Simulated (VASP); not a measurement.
ZnO: single point with PBE

Crystal: ZnO.

```
Zn O
1.0
    -3.23128    3.23128    2.64307
     3.23128   -3.23128    2.64307
     3.23128    3.23128   -2.64307
Zn O
4 4
Direct
  0.41044 0.91044 0.19840
  0.71205 0.21205 0.80160
  0.91044 0.71205 0.50000
  0.21205 0.41044 0.50000
  0.28869 0.08958 0.50000
  0.58958 0.78869 0.50000
  0.78869 0.28869 0.19911
  0.08958 0.58958 0.80090
```

The cell was built from a structure type or drawn by symmetry, and may not be a known phase.

```
Program             : VASP 6.6.1
Task                : single point
Functional          : PBE
Potentials or basis : VASP PAW PBE potentials, release 64 (Zn, O)
Cutoff              : 520 eV
k mesh              : 8 × 8 × 8
Occupations         : gaussian, width 0.02 eV
Spin                : no spin polarisation
```

```
Pressure               : 0.9 GPa
Largest force          : 0.020 eV/Å
Band gap on the k mesh : 0.92 eV
```

Forces in eV/Å, atoms in the order of the input:
```
Zn   0.007  0.007 -0.001
Zn  -0.007 -0.007 -0.001
Zn  -0.007  0.007 -0.001
Zn   0.007 -0.007 -0.001
O   -0.014  0.014  0.001
O    0.014 -0.014  0.001
O    0.014  0.014  0.001
O   -0.014 -0.014  0.001
```

Levels at points of the mesh, in eV from the valence-band top:
```csv
k point,band 34,band 35,band 36,band 37,band 38,band 39
"(0.00, 0.00, 0.00)",-0.10,-0.10,0.00,0.92,7.05,7.75
"(0.50, 0.00, 0.00)",-1.13,-0.81,-0.81,4.51,4.51,6.16
"(0.50, 0.50, 0.00)",-0.76,-0.54,-0.39,3.54,4.40,7.25
"(0.50, 0.50, 0.50)",-0.80,-0.80,-0.27,5.21,5.21,5.21
```

Run time: 3 min on 1 thread of Intel(R) Xeon(R) 6975P-C (Granite Rapids), on a shared host, peak memory 0.37 GiB.

A k mesh can miss the band edges.
